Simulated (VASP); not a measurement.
Input of a VASP 6.6.1 run:

INCAR

```
PREC     = Accurate       # precision mode
ENCUT    = 520            # plane-wave cutoff, eV
EDIFF    = 1E-6           # SCF threshold, eV
ISMEAR   = 0              # smearing method
SIGMA    = 0.05           # smearing width, eV
LREAL    = False          # projectors in reciprocal space
LASPH    = True           # aspherical terms in the spheres
NELM     = 80             # most SCF steps
ALGO     = Normal         # electronic algorithm
ISIF     = 2              # what is computed and relaxed
LWAVE    = False          # write WAVECAR
LCHARG   = True           # write CHGCAR
GGA      = PE             # functional
LELF     = True           # ELF
LVHAR    = True         
NBANDS   = 11             # bands
```

KPOINTS

```
Automatic mesh
0
Gamma
  10 10 10
```

The input POSCAR:

```
BAs
1.0
    0.0000000000      2.3082347151      2.5005876081
    2.3082347151      0.0000000000      2.5005876081
    2.3082347151      2.3082347151      0.0000000000
B As
1 1
Direct
    0.0000000000      0.0000000000      0.0000000000
    0.7500000000      0.7500000000      0.7500000000
```

Potentials or basis: VASP PAW PBE potentials, release 64 (B, As).

The run is started by

```console
$ cat potpaw_PBE.64/B/POTCAR potpaw_PBE.64/As/POTCAR > POTCAR
$ mpirun -np 1 vasp_std > vasp.out
```

Question: What does it give for the pressure?

Answer: 6.8 GPa.

Question: Predict the band gap on the k mesh.

Answer: 0.54 eV, indirect (least direct gap 2.89 eV).

Stress tensor (GPa, compression positive):
```
13.10  0.00  0.00
 0.00 13.10  0.00
 0.00  0.00 -5.76
```

Caveat: the cell differs from its parent crystal (strain -0.040 along x and y, +0.040 along z). A k mesh can miss the band edges.
